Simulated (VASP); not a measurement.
# B (R-3m) in VASP: single point with LDA

Aim: the single point of B with LDA.

Program: VASP 6.6.1. These are calculated values, not measurements. Logs are shortened: lines on timing, memory, paths and dates and some standing lists are left out, and cuts for length are marked.

## Step 1: The cell of the first run

It takes space group R-3m (No. 166, trigonal). The conventional cell has a = 4.841 Å, b = 4.841 Å, c = 12.393 Å, α = 90.00°, β = 90.00°, γ = 120.00°. B (site symmetry m) has 6 B at 1.66 to 1.78 Å within 2.2 Å. B (site symmetry m) has 7 B at 1.76 to 1.98 Å within 2.3 Å.

## Step 2: Single point, LDA

File INCAR:

```
PREC = Accurate
ENCUT = 520
EDIFF = 1E-6
ISMEAR = 0
SIGMA = 0.02
LREAL = F
LASPH = T
NELM = 60
ALGO = Normal
ISIF = 2
LWAVE = F
LCHARG = F
NBANDS = 30
```

File KPOINTS:

```
Automatic mesh
0
Gamma
  9 9 9
```

File POSCAR:

```
B
1.0
    2.4203986789      1.3974178304      4.1311009715
   -2.4203986789      1.3974178304      4.1311009715
    0.0000000000     -2.7948356560      4.1311009731
B
12
Direct
    0.0104696751      0.6543067688      0.0104696751
    0.0104696751      0.0104696751      0.6543067688
    0.6543067688      0.0104696751      0.0104696751
    0.3456932312      0.9895303249      0.9895303249
    0.9895303249      0.3456932312      0.9895303249
    0.9895303249      0.9895303249      0.3456932312
    0.2214786347      0.6299891752      0.2214786347
    0.2214786347      0.2214786347      0.6299891752
    0.6299891752      0.2214786347      0.2214786347
    0.3700108248      0.7785213653      0.7785213653
    0.7785213653      0.3700108248      0.7785213653
    0.7785213653      0.7785213653      0.3700108248
```

Potentials or basis: VASP PAW LDA potentials, release 64 (B).

Started as:

```console
cat potpaw_LDA.64/B/POTCAR > POTCAR
mpirun -np 1 vasp_std > vasp.out
```

OUTCAR:

```text
PREC = Accurate
   ENCUT = 520
   EDIFF = 1E-6
   ISMEAR = 0
   LREAL = F
   LASPH = T
   NELM = 60
   ISIF = 2

 ion  position               nearest neighbor table
   1  0.010  0.654  0.010-   5 1.66   2 1.72   3 1.72   7 1.77  12 1.78  10 1.78
   2  0.010  0.010  0.654-   6 1.66   3 1.72   1 1.72   8 1.77  10 1.78  11 1.78
   3  0.654  0.010  0.010-   4 1.66   2 1.72   1 1.72   9 1.77  12 1.78  11 1.78
   4  0.346  0.990  0.990-   3 1.66   6 1.72   5 1.72  10 1.77   8 1.78   7 1.78
   5  0.990  0.346  0.990-   1 1.66   6 1.72   4 1.72  11 1.77   8 1.78   9 1.78
   6  0.990  0.990  0.346-   2 1.66   4 1.72   5 1.72  12 1.77   9 1.78   7 1.78
   7  0.221  0.630  0.221-  10 1.76  12 1.76   1 1.77   4 1.78   6 1.78   8 1.98   9 1.98
   8  0.221  0.221  0.630-  10 1.76  11 1.76   2 1.77   4 1.78   5 1.78   7 1.98   9 1.98
   9  0.630  0.221  0.221-  11 1.76  12 1.76   3 1.77   5 1.78   6 1.78   8 1.98   7 1.98
  10  0.370  0.779  0.779-   7 1.76   8 1.76   4 1.77   1 1.78   2 1.78  12 1.98  11 1.98
  11  0.779  0.370  0.779-   9 1.76   8 1.76   5 1.77   3 1.78   2 1.78  12 1.98  10 1.98
  12  0.779  0.779  0.370-   7 1.76   9 1.76   6 1.77   3 1.78   1 1.78  10 1.98  11 1.98

  LATTYP: Found a trigonal (rhomboedric) cell.
 ALAT       =     4.9876950182
 COS(alpha) =     0.5290183028

  Lattice vectors:

 A1 = (   2.4203986789,   1.3974178304,   4.1311009715)
 A2 = (  -2.4203986789,   1.3974178304,   4.1311009715)
 A3 = (   0.0000000000,  -2.7948356560,   4.1311009731)

Analysis of symmetry for initial positions (statically):
=====================================================================
 Subroutine PRICEL returns:
 Original cell was already a primitive cell.

 Routine SETGRP: Setting up the symmetry group for a
 trigonal (rhombohedral) supercell.

 Subroutine GETGRP returns: Found 12 space group operations
 (whereof 12 operations were pure point group operations)
 out of a pool of 12 trial point group operations.

The static configuration has the point symmetry D_3d.

Analysis of symmetry for dynamics (positions and initial velocities):
=====================================================================
 Subroutine PRICEL returns:
 Original cell was already a primitive cell.

 Routine SETGRP: Setting up the symmetry group for a
 trigonal (rhombohedral) supercell.

 Subroutine GETGRP returns: Found 12 space group operations
 (whereof 12 operations were pure point group operations)
 out of a pool of 12 trial point group operations.

The dynamic configuration has the point symmetry D_3d.

 Subroutine INISYM returns: Found 12 space group operations
 (whereof 12 operations are pure point group operations),
 and found     1 'primitive' translations

----------------------------------------------------------------------------------------

                                     Primitive cell

  volume of cell :      83.8359

  direct lattice vectors                    reciprocal lattice vectors
     2.420398679  1.397417830  4.131100972     0.206577538  0.119267597  0.080688740
    -2.420398679  1.397417830  4.131100972    -0.206577538  0.119267597  0.080688740
     0.000000000 -2.794835656  4.131100973     0.000000000 -0.238535194  0.080688740

  length of vectors
     4.987695018  4.987695018  4.987695018     0.251812851  0.251812851  0.251812851

  position of ions in fractional coordinates (direct lattice)
     0.010469675  0.654306769  0.010469675
     0.010469675  0.010469675  0.654306769
     0.654306769  0.010469675  0.010469675
     0.345693231  0.989530325  0.989530325
     0.989530325  0.345693231  0.989530325
     0.989530325  0.989530325  0.345693231
     0.221478635  0.629989175  0.221478635
     0.221478635  0.221478635  0.629989175
     0.629989175  0.221478635  0.221478635
     0.370010825  0.778521365  0.778521365
     0.778521365  0.370010825  0.778521365
     0.778521365  0.778521365  0.370010825

  ion indices of the primitive-cell ions
   primitive index   ion index
                 1           1
                 2           2
                 3           3
                 4           4
                 5           5
                 6           6
                 7           7
                 8           8
                 9           9
                10          10
                11          11
                12          12

----------------------------------------------------------------------------------------

 KPOINTS: Automatic mesh

Automatic generation of k-mesh.
 Grid dimensions read from file:
 generate k-points for:    9    9    9

 Generating k-lattice:

  Cartesian coordinates                     Fractional coordinates (reciprocal lattice)
     0.022953060  0.013251955  0.008965416     0.111111111  0.000000000 -0.000000000
    -0.022953060  0.013251955  0.008965416     0.000000000  0.111111111 -0.000000000
     0.000000000 -0.026503910  0.008965416     0.000000000  0.000000000  0.111111111

  Length of vectors
     0.027979206  0.027979206  0.027979206

  Shift w.r.t. Gamma in fractional coordinates (k-lattice)
     0.000000000  0.000000000  0.000000000

 Subroutine IBZKPT returns following result:
 ===========================================

 Found     85 irreducible k-points:

 Following reciprocal coordinates:
            Coordinates               Weight
  0.000000  0.000000  0.000000      1.000000
  0.111111 -0.000000 -0.000000      6.000000
  0.222222  0.000000  0.000000      6.000000
  0.333333 -0.000000  0.000000      6.000000
  0.444444  0.000000  0.000000      6.000000
  0.111111  0.111111 -0.000000      6.000000
[... 16 lines left out ...]
 -0.333333  0.333333  0.000000      6.000000
  0.444444  0.444444  0.000000      6.000000
 [... further k-points ...]
   k-points           NKPTS =     85   k-points in BZ     NKDIM =     85   number of bands    NBANDS=     30
   number of dos      NEDOS =    301   number of ions     NIONS =     12
   total plane-waves  NPLWV =  64000
   dimension x,y,z NGX =    40 NGY =   40 NGZ =   40
   dimension x,y,z NGXF=    80 NGYF=   80 NGZF=   80
   ions per type =              12
   NGX,Y,Z   is equivalent  to a cutoff of  13.33, 13.33, 13.33 a.u.
   NGXF,Y,Z  is equivalent  to a cutoff of  26.66, 26.66, 26.66 a.u.
 SYSTEM =  unknown system
   PREC   = accura    normal or accurate (medium, high low for compatibility)
   ISTART =      0    job   : 0-new  1-cont  2-samecut
   ICHARG =      2    charge: 1-file 2-atom 10-const
   ISPIN  =      1    spin polarized calculation?
   LNONCOLLINEAR =      F non collinear calculations
   LSORBIT =      F    spin-orbit coupling
   LASPH  =      T    aspherical Exc in radial PAW
   ENCUT  =  520.0 eV  38.22 Ry    6.18 a.u.   9.27  9.27  9.27*2*pi/ulx,y,z
   NELM   =     60;   NELMIN=  2; NELMDL= -5     # of ELM steps
   EDIFF  = 0.1E-05   stopping-criterion for ELM
   LREAL  =      F    real-space projection
   EDIFFG = 0.1E-04   stopping-criterion for IOM
   NSW    =      0    number of steps for IOM
   IBRION =     -1    ionic relax: 0-MD 1-quasi-New 2-CG
   NFREE  =      0    steps in history (QN), initial steepest desc. (CG)
   ISIF   =      2    stress and relaxation
   ISYM   =      2    0-nonsym 1-usesym 2-fastsym
   POTIM  = 0.5000    time-step for ionic-motion
   TEBEG  =    0.0;   TEEND  =   0.0 temperature during run
   PSTRESS=    0.0 pullay stress
   NELECT =      36.0000    total number of electrons
   NUPDOWN=      -1.0000    fix difference up-down
   EMIN   =  10.00;   EMAX   =-10.00  energy-range for DOS
   EFERMI =   0.00;   METHOD = LEGACY
   ISMEAR =     0;   SIGMA  =   0.02  broadening in eV -4-tet -1-fermi 0-gaus
   EFERMI_NEDOS =   21; number of points for ismear=-14 and -15
   IALGO  =     38    algorithm
   IMIX   =      4    mixing-type and parameters
     AMIX     =   0.40;   BMIX     =  1.00
     AMIX_MAG =   1.60;   BMIX_MAG =  1.00
  volume/ion in A,a.u.               =       6.99        47.15
  Fermi-wavevector in a.u.,A,eV,Ry     =   1.235091  2.333983 20.755000  1.525449
  Thomas-Fermi vector in A             =   2.369754
   LORBIT       =      0    0 simple, 1 ext, 2 COOP (PROOUT), +10 PAW based schemes
   GGA     = CA    functional components
   LHFCALC =     F    Hartree Fock is set to
   AEXX    =    0.0000 exact exchange contribution
   IVDW    =     0    specifies the selected vdW correction
   LEPSILON=     F    determine dielectric tensor
   LRPA    =     F    only Hartree local field effects (RPA)
 non-spin polarized calculation
 Gauss-broadening in eV      SIGMA  =   0.02
  energy-cutoff  :      520.00
  volume of cell :       83.84
 maximum number of plane-waves:      2276
 NGX is ok and might be reduce to    40
   NGX = 19   NGY = 19   NGZ = 19

 number of electron      36.0000000 magnetization

 Free energy of the ion-electron system (eV)
  ---------------------------------------------------
  ext. energy  EPLUGINS =         0.00000000
  ---------------------------------------------------
  free energy    TOTEN  =       -89.60984412 eV

  energy without entropy =      -89.60984412  energy(sigma->0) =      -89.60984412

 E-fermi :   6.4356     XC(G=0): -11.8381

 val. band max:        6.3244464744   @ k =   0.4444   0.4444   0.4444
 cond. band min:       7.7092856344   @ k =   0.0000   0.0000   0.0000
 fundamental gap:      1.3848391601
 Fermi energy:         6.4356045366

 k-point     1 :       0.0000    0.0000    0.0000
  band No.  band energies     occupation
      1     -10.0008      2.00000
      2      -4.1332      2.00000
      3      -3.8796      2.00000
      4      -3.8796      2.00000
      5      -2.9847      2.00000
      6      -2.2580      2.00000
[... 22 lines left out ...]
     29      16.2805      0.00000
     30      16.7293      0.00000

 k-point     2 :       0.1111   -0.0000   -0.0000
  band No.  band energies     occupation
      1      -9.9303      2.00000
      2      -4.5932      2.00000
      3      -4.1684      2.00000
      4      -4.0140      2.00000
      5      -2.6868      2.00000
      6      -2.1699      2.00000
[... 718 lines left out ...]
 k-point    24 :       0.4444    0.4444    0.0000
  band No.  band energies     occupation
      1      -8.9380      2.00000
      2      -6.7938      2.00000
      3      -5.0819      2.00000
      4      -5.0327      2.00000
      5      -3.8852      2.00000
      6      -2.8904      2.00000
[... 22 lines left out ...]
     29      15.5706      0.00000
     30      15.9170      0.00000

 [... further k-points ...]
[... 5 lines left out ...]
  --------------------------------------------------------------------------------------
  -------------------------------------------------------------------------------------
  Total        0.1923098      0.1923098      0.1769998      0.0000000     -0.0000000      0.0000000
  in kB        3.6752072      3.6752072      3.3826190      0.0000000     -0.0000000      0.0000000
  external PRESSURE =       3.5776778 kB  Pullay stress =       0.0000000 kB

 VOLUME and BASIS-vectors are now :
 -----------------------------------------------------------------------------
  energy-cutoff  :      520.00
  volume of cell :       83.84
      direct lattice vectors                 reciprocal lattice vectors
     2.420398679  1.397417830  4.131100972     0.206577538  0.119267597  0.080688740
    -2.420398679  1.397417830  4.131100972    -0.206577538  0.119267597  0.080688740
     0.000000000 -2.794835656  4.131100973     0.000000000 -0.238535194  0.080688740

 POSITION                                       TOTAL-FORCE (eV/Angst)
 -----------------------------------------------------------------------------------
     -1.55834      0.89971      2.78951         0.011700     -0.006755     -0.009929
      0.00000     -1.79942      2.78951         0.000000      0.013509     -0.009929
      1.55834      0.89971      2.78951        -0.011700     -0.006755     -0.009929
     -1.55834     -0.89971      9.60379         0.011700      0.006755      0.009929
      1.55834     -0.89971      9.60379        -0.011700      0.006755      0.009929
      0.00000      1.79942      9.60379         0.000000     -0.013509      0.009929
     -0.98876      0.57086      4.43245         0.013383     -0.007727      0.005392
      0.00000     -1.14172      4.43245         0.000000      0.015454      0.005392
      0.98876      0.57086      4.43245        -0.013383     -0.007727      0.005392
     -0.98876     -0.57086      7.96085         0.013383      0.007727     -0.005392
      0.98876     -0.57086      7.96085        -0.013383      0.007727     -0.005392
      0.00000      1.14172      7.96085         0.000000     -0.015454     -0.005392
 -----------------------------------------------------------------------------------
    total drift:                                0.000000      0.000000     -0.000000

  FREE ENERGIE OF THE ION-ELECTRON SYSTEM (eV)
  ---------------------------------------------------
  free  energy   TOTEN  =       -89.6098441236 eV

  energy  without entropy=      -89.6098441236  energy(sigma->0) =      -89.60984412
```

It took 7 min on 1 thread of Intel Xeon 6975P-C, shared host; peak memory 0.28 GiB.

Results:

- Free energy: -89.6098 eV
- Pressure: 0.4 GPa
- Largest force: 0.017 eV/Å
- Band gap on the k mesh: 1.38 eV, indirect (least direct gap 1.72 eV)

Forces on the atoms (eV/Å):
```
B    0.012 -0.007 -0.010
B    0.000  0.014 -0.010
B   -0.012 -0.007 -0.010
B    0.012  0.007  0.010
B   -0.012  0.007  0.010
B    0.000 -0.014  0.010
B    0.013 -0.008  0.005
B    0.000  0.015  0.005
B   -0.013 -0.008  0.005
B    0.013  0.008 -0.005
B   -0.013  0.008 -0.005
B    0.000 -0.015 -0.005
```
